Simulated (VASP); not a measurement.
# BN in VASP: a series of runs

BN is run at these levels: PBE; tasks: single point, relaxation of cell and atoms.

Everything below comes from runs of VASP 6.6.1. Logs are shortened: lines on timing, memory, paths and dates and some standing lists are left out, and cuts for length are marked.

## 1. The cell of the first run

It takes space group P-6m2 (No. 187, hexagonal). The conventional cell has a = 2.512 Å, b = 2.512 Å, c = 8.346 Å, α = 90.00°, β = 90.00°, γ = 120.00°. B (site symmetry -6m2) has 3 N at 1.45 Å within 1.9 Å. Within 1.9 Å of B (site symmetry -6m2) lie 3 N at 1.45 Å. Within 1.9 Å of N (site symmetry -6m2) lie 3 B at 1.45 Å. N (site symmetry -6m2) has 3 B at 1.45 Å within 1.9 Å.

## 2. Single point, PBE, non-collinear spin, zero start, spin-orbit coupling

The input, INCAR:

```
SYSTEM = BN
  PREC = Accurate
  ENCUT = 520
  EDIFF = 1E-6
  ISMEAR = -1
  SIGMA = 0.1
  LREAL = .False.
  LASPH = .True.
  NELM = 150
  ALGO = Normal
  ISIF = 2
  LWAVE = .False.
  LCHARG = .True.
  MAGMOM = 0 0 0 0 0 0 0 0 0 0 0 0
  LORBIT = 11
  LSORBIT = .True.
  GGA_COMPAT = .False.
  LORBMOM = .True.
  GGA = PE
  LVHAR = .True.
  NBANDS = 30
```

The input, KPOINTS:

```
regular mesh
0
Gamma
  8 8 3
  0 0 0
```

The input, POSCAR:

```
BN
1.0
    2.5121822897      0.0000000000      0.0000000000
   -1.2560911448      2.1756136818      0.0000000000
    0.0000000000      0.0000000000      8.3458393883
B N
2 2
Direct
    0.0000000000      0.0000000000      0.5000000000
    0.3333333333      0.6666666667      0.0000000000
    0.0000000000      0.0000000000      0.0000000000
    0.6666666667      0.3333333333      0.5000000000
```

Potentials or basis: VASP PAW PBE potentials, release 64 (B, N).

Command:

```bash
cat potpaw_PBE.64/B/POTCAR potpaw_PBE.64/N/POTCAR > POTCAR
mpirun -np 1 vasp_ncl > vasp.out
```

OUTCAR:

```text
SYSTEM = BN
   PREC = Accurate
   ENCUT = 520
   EDIFF = 1E-6
   ISMEAR = -1
   LREAL = .False.
   LASPH = .True.
   NELM = 150
   ISIF = 2
   LORBIT = 11
   LSORBIT = .True.
   GGA = PE

 ion  position               nearest neighbor table
   1  0.000  0.000  0.500-   4 1.45   4 1.45   4 1.45
   2  0.333  0.667  0.000-   3 1.45   3 1.45   3 1.45
   3  0.000  0.000  0.000-   2 1.45   2 1.45   2 1.45
   4  0.667  0.333  0.500-   1 1.45   1 1.45   1 1.45

  LATTYP: Found a hexagonal cell.
 ALAT       =     2.5121822897
 C/A-ratio  =     3.3221472114

  Lattice vectors:

 A1 = (   2.5121822897,   0.0000000000,   0.0000000000)
 A2 = (  -1.2560911448,   2.1756136818,   0.0000000000)
 A3 = (   0.0000000000,   0.0000000000,   8.3458393883)

Analysis of symmetry for initial positions (statically):
=====================================================================
 Subroutine PRICEL returns:
 Original cell was already a primitive cell.

 Routine SETGRP: Setting up the symmetry group for a
 hexagonal supercell.

 Subroutine GETGRP returns: Found 12 space group operations
 (whereof 12 operations were pure point group operations)
 out of a pool of 24 trial point group operations.

The static configuration has the point symmetry D_3h.

Analysis of symmetry for dynamics (positions and initial velocities):
=====================================================================
 Subroutine PRICEL returns:
 Original cell was already a primitive cell.

 Routine SETGRP: Setting up the symmetry group for a
 hexagonal supercell.

 Subroutine GETGRP returns: Found 12 space group operations
 (whereof 12 operations were pure point group operations)
 out of a pool of 24 trial point group operations.

The dynamic configuration has the point symmetry D_3h.

Analysis of structural, dynamic, and magnetic symmetry:
=====================================================================
 Subroutine PRICEL returns:
 Original cell was already a primitive cell.

 Routine SETGRP: Setting up the symmetry group for a
 hexagonal supercell.

 Subroutine GETGRP returns: Found 12 space group operations
 (whereof 12 operations were pure point group operations)
 out of a pool of 24 trial point group operations.

The overall configuration has the point symmetry D_3h.

 Subroutine INISYM returns: Found 12 space group operations
 (whereof 12 operations are pure point group operations),
 and found     1 'primitive' translations

----------------------------------------------------------------------------------------

                                     Primitive cell

  volume of cell :      45.6145

  direct lattice vectors                    reciprocal lattice vectors
     2.512182290  0.000000000  0.000000000     0.398060286  0.229820213  0.000000000
    -1.256091145  2.175613682  0.000000000     0.000000000  0.459640426  0.000000000
     0.000000000  0.000000000  8.345839388     0.000000000  0.000000000  0.119820183

  length of vectors
     2.512182290  2.512182290  8.345839388     0.459640426  0.459640426  0.119820183

  position of ions in fractional coordinates (direct lattice)
     0.000000000  0.000000000  0.500000000
     0.333333333  0.666666667  0.000000000
     0.000000000  0.000000000  0.000000000
     0.666666667  0.333333333  0.500000000

  ion indices of the primitive-cell ions
   primitive index   ion index
                 1           1
                 2           2
                 3           3
                 4           4

----------------------------------------------------------------------------------------

 KPOINTS: regular mesh

Automatic generation of k-mesh.
 Grid dimensions read from file:
 generate k-points for:    8    8    3

 Generating k-lattice:

  Cartesian coordinates                     Fractional coordinates (reciprocal lattice)
[... 99 lines left out ...]

 number of electron      15.9999999 magnetization       0.0000000      0.0000000      0.0000000

 Free energy of the ion-electron system (eV)
  ---------------------------------------------------
  ext. energy  EPLUGINS =         0.00000000
  ---------------------------------------------------
  free energy    TOTEN  =       -35.20670591 eV

  energy without entropy =      -35.20670591  energy(sigma->0) =      -35.20670591

 E-fermi :   2.6389     XC(G=0):  -8.5811

 val. band max:        0.4487468673   @ k =   0.3750   0.2500   0.0000
 cond. band min:       4.9926741719   @ k =   0.0000   0.0000   0.0000
 fundamental gap:      4.5439273046
 Fermi energy:         2.6389095201

 k-point     1 :       0.0000    0.0000    0.0000
  band No.  band energies     occupation
      1     -17.0310      1.00000
      2     -17.0310      1.00000
      3     -16.9893      1.00000
      4     -16.9893      1.00000
      5      -4.8884      1.00000
      6      -4.8884      1.00000
[... 733 lines left out ...]
     27      12.3624      0.00000
     28      12.3627      0.00000

 [... further k-points ...]

 [bands above 28 left out]

------------------------ aborting loop because EDIFF is reached ----------------------------------------

  FORCE on cell =-STRESS in cart. coord.  units (eV):
  Direction    XX          YY          ZZ          XY          YZ          ZX
  --------------------------------------------------------------------------------------
  -------------------------------------------------------------------------------------
  Total        0.0320010      0.0320010     -0.0199583      0.0000000     -0.0000000      0.0000000
  in kB        1.1240143      1.1240143     -0.7010219      0.0000000     -0.0000000      0.0000000
  external PRESSURE =       0.5156689 kB  Pullay stress =       0.0000000 kB

 VOLUME and BASIS-vectors are now :
 -----------------------------------------------------------------------------
  energy-cutoff  :      520.00
  volume of cell :       45.61
      direct lattice vectors                 reciprocal lattice vectors
     2.512182290  0.000000000  0.000000000     0.398060286  0.229820213  0.000000000
    -1.256091145  2.175613682  0.000000000     0.000000000  0.459640426  0.000000000
     0.000000000  0.000000000  8.345839388     0.000000000  0.000000000  0.119820183

 POSITION                                       TOTAL-FORCE (eV/Angst)
 -----------------------------------------------------------------------------------
      0.00000      0.00000      4.17292         0.000000      0.000000      0.000000
     -0.00000      1.45041      0.00000        -0.000000      0.000000      0.000000
      0.00000      0.00000      0.00000         0.000000     -0.000000      0.000000
      1.25609      0.72520      4.17292         0.000000      0.000000      0.000000
 -----------------------------------------------------------------------------------
    total drift:                               -0.000001      0.000000      0.000000

  FREE ENERGIE OF THE ION-ELECTRON SYSTEM (eV)
  ---------------------------------------------------
  free  energy   TOTEN  =       -35.2067059118 eV

  energy  without entropy=      -35.2067059117  energy(sigma->0) =      -35.20670591

 orbital moment (x)

 # of ion     p       tot
 --------------------------------
  1        -0.000  -0.000
  2         0.000   0.000
  3        -0.000  -0.000
  4         0.000   0.000
 --------------------------------
           -0.000  -0.000

 orbital moment (y)

 # of ion     p       tot
 --------------------------------
  1         0.000   0.000
  2        -0.000  -0.000
  3        -0.000  -0.000
  4        -0.000  -0.000
 --------------------------------
           -0.000  -0.000

 orbital moment (z)

 # of ion     p       tot
 --------------------------------
  1         0.000   0.000
  2        -0.000  -0.000
  3         0.000   0.000
  4        -0.000  -0.000
 --------------------------------
            0.000   0.000

 Spin-Orbit-Coupling matrix elements

 Ion:    1  E_soc:     -0.0000036
 l=   1
     0.0000000    -0.0000006    -0.0000005
    -0.0000006     0.0000000    -0.0000006
    -0.0000005    -0.0000006     0.0000000
 l=   2
     0.0000000     0.0000000     0.0000000     0.0000000     0.0000000
     0.0000000     0.0000000     0.0000000     0.0000000     0.0000000
     0.0000000     0.0000000     0.0000000     0.0000000     0.0000000
     0.0000000     0.0000000     0.0000000     0.0000000     0.0000000
     0.0000000     0.0000000     0.0000000     0.0000000     0.0000000
 l=   3
     0.0000000     0.0000000     0.0000000     0.0000000     0.0000000     0.0000000     0.0000000
     0.0000000     0.0000000     0.0000000     0.0000000     0.0000000     0.0000000     0.0000000
     0.0000000     0.0000000     0.0000000     0.0000000     0.0000000     0.0000000     0.0000000
     0.0000000     0.0000000     0.0000000     0.0000000     0.0000000     0.0000000     0.0000000
[... 49 lines left out ...]
 l=   2
     0.0000000     0.0000000     0.0000000     0.0000000     0.0000000
     0.0000000     0.0000000     0.0000000     0.0000000     0.0000000
     0.0000000     0.0000000     0.0000000     0.0000000     0.0000000
     0.0000000     0.0000000     0.0000000     0.0000000     0.0000000
     0.0000000     0.0000000     0.0000000     0.0000000     0.0000000
 l=   3
     0.0000000     0.0000000     0.0000000     0.0000000     0.0000000     0.0000000     0.0000000
     0.0000000     0.0000000     0.0000000     0.0000000     0.0000000     0.0000000     0.0000000
     0.0000000     0.0000000     0.0000000     0.0000000     0.0000000     0.0000000     0.0000000
     0.0000000     0.0000000     0.0000000     0.0000000     0.0000000     0.0000000     0.0000000
     0.0000000     0.0000000     0.0000000     0.0000000     0.0000000     0.0000000     0.0000000
     0.0000000     0.0000000     0.0000000     0.0000000     0.0000000     0.0000000     0.0000000
     0.0000000     0.0000000     0.0000000     0.0000000     0.0000000     0.0000000     0.0000000

 total charge

# of ion       s       p       d       tot
------------------------------------------
    1        0.740   1.414   0.000   2.154
    2        0.740   1.414   0.000   2.154
    3        1.224   2.787   0.000   4.011
    4        1.224   2.787   0.000   4.011
--------------------------------------------------
tot          3.928   8.403   0.000  12.331

 magnetization (x)

# of ion       s       p       d       tot
------------------------------------------
    1        0.000   0.000   0.000   0.000
    2        0.000   0.000   0.000   0.000
    3        0.000  -0.000   0.000  -0.000
    4        0.000   0.000   0.000   0.000
--------------------------------------------------
tot          0.000  -0.000   0.000  -0.000

 magnetization (y)

# of ion       s       p       d       tot
------------------------------------------
    1       -0.000  -0.000   0.000  -0.000
    2        0.000   0.000   0.000   0.000
    3       -0.000  -0.000   0.000  -0.000
    4        0.000   0.000   0.000   0.000
--------------------------------------------------
tot          0.000   0.000   0.000   0.000

 magnetization (z)

# of ion       s       p       d       tot
------------------------------------------
    1        0.000  -0.000   0.000   0.000
    2        0.000   0.000   0.000   0.000
    3       -0.000   0.000   0.000  -0.000
    4       -0.000   0.000   0.000  -0.000
--------------------------------------------------
tot          0.000  -0.000   0.000   0.000
```

Run time: 83 s. Hardware: 1 thread of Intel Xeon Platinum 8488C (Sapphire Rapids), shared host; peak memory 0.28 GiB.

What came out:

* Free energy: -35.2067 eV
* Pressure: 0.1 GPa
* Net moment: 0.00 μB per cell
* Valence electrons inside the program's atomic spheres: B 2.15; N 4.01

Stress tensor (GPa, compression positive):
```
 0.11  0.00  0.00
 0.00  0.11  0.00
 0.00  0.00 -0.07
```

Moments on the atoms (μB; x, y, z):
```
B   0.00 0.00 0.00
B   0.00 0.00 0.00
N   0.00 0.00 0.00
N   0.00 0.00 0.00
```

Caveat: the k points lie up to 0.36 Å⁻¹ apart; this functional lacks dispersion, which binds layers or chains, so the pressure and a relaxed spacing across them are unreliable.

## 3. Relaxation of cell and atoms, PBE, non-collinear spin, zero start, spin-orbit coupling

This run uses another cell than the first one, of 9.18 Å³/atom.

The input, INCAR:

```
SYSTEM = BN
ALGO = Normal ; EDIFF = 1E-7
EDIFFG = -0.01 ; ENCUT = 600
GGA = PE ; GGA_COMPAT = .False.
IBRION = 2 ; ISIF = 3
ISMEAR = -1 ; LASPH = .True.
LCHARG = .False. ; LORBIT = 11
LORBMOM = .True. ; LREAL = .False.
LSORBIT = .True. ; LWAVE = .False.
MAGMOM = 0 0 0 0 0 0 0 0 0 0 0 0 ; NELM = 150
NSW = 80 ; PREC = Accurate
SIGMA = 0.1
```

The input, KPOINTS:

```
k-points
0
Gamma
  8 8 3
  0 0 0
```

The input, POSCAR:

```
BN
1.0
    2.5148630400      0.0000000000      0.0000000000
   -1.2574315200      2.1779315000      0.0000000000
    0.0000000000      0.0000000000      6.7029616400
B N
2 2
Direct
    0.0000000000      0.0000000000      0.5000000000
    0.3333000000      0.6667000000      0.0000000000
    0.0000000000      0.0000000000      0.0000000000
    0.6667000000      0.3333000000      0.5000000000
```

Potentials or basis: VASP PAW PBE potentials, release 64 (B, N).

Command:

```bash
cat potpaw_PBE.64/B/POTCAR potpaw_PBE.64/N/POTCAR > POTCAR
mpirun -np 1 vasp_ncl > vasp.out
```

It took 14 min on 1 thread of Intel Xeon Platinum 8488C (Sapphire Rapids), shared host; peak memory 0.3 GiB.

Results (log left out):

```yaml
Free_energy: -35.2013 eV
Relaxed_volume: 10.45 Å³/atom
Relaxed_cell: a = 2.512 Å, b = 2.512 Å, c = 7.649 Å, α = 90.00°, β = 90.00°, γ = 120.00°
Space_group_after_relaxing_to_0.1_Å: P-6m2 (No. 187)
Energy_gained_by_relaxing: 8.1 meV/atom
Ionic_steps: 13
Pressure_after_relaxing: 0.1 GPa
Largest_force_after_relaxing: 0.004 eV/Å
Net_moment: 0.00 μB per cell
Valence_electrons_inside_the_program's_atomic_spheres: B 2.15; N 4.00
```

Forces on the atoms (eV/Å):
```
B   -0.004  0.002  0.000
B   -0.004  0.002  0.000
N    0.004 -0.002  0.000
N    0.004 -0.002  0.000
```

The path:
```
step  energy change (eV)  largest force (eV/Å)  pressure (GPa)  volume (Å³)
   1              0.0000                0.0058           -0.05        36.71
   2             -0.0023                0.0180            2.28        36.70
   3             -0.0024                0.0155            2.05        36.70
   4             -0.0043                0.0083            1.94        36.85
   5             -0.0096                0.0135            1.68        37.30
   6             -0.0180                0.0569            1.19        38.20
   7             -0.0280                0.1431            0.35        40.01
   8             -0.0265                0.3129           -1.18        43.65
   9             -0.0309                0.2156           -0.31        41.55
  10             -0.0306                0.2664            0.06        42.10
  11             -0.0324                0.0180           -0.16        41.81
  12             -0.0324                0.0134           -0.16        41.81
  13             -0.0324                0.0042            0.12        41.79
```

Final structure:
```xyz
4
Lattice="2.5118 0.0000 0.0000 -1.2559 2.1753 0.0000 0.0000 0.0000 7.6493" Properties=species:S:1:pos:R:3 pbc="T T T"
B    -1.2558    2.1752    3.8247
B     0.0000    1.4502    0.0000
N     2.5117    0.0001    0.0000
N     1.2559    0.7251    3.8247
```

Moments on the atoms (μB; x, y, z):
```
B   0.00 0.00 0.00
B   0.00 0.00 0.00
N   0.00 0.00 0.00
N   0.00 0.00 0.00
```

Caveat: the k points lie up to 0.36 Å⁻¹ apart in the final cell. Zero-point motion and thermal expansion aren't in these numbers.
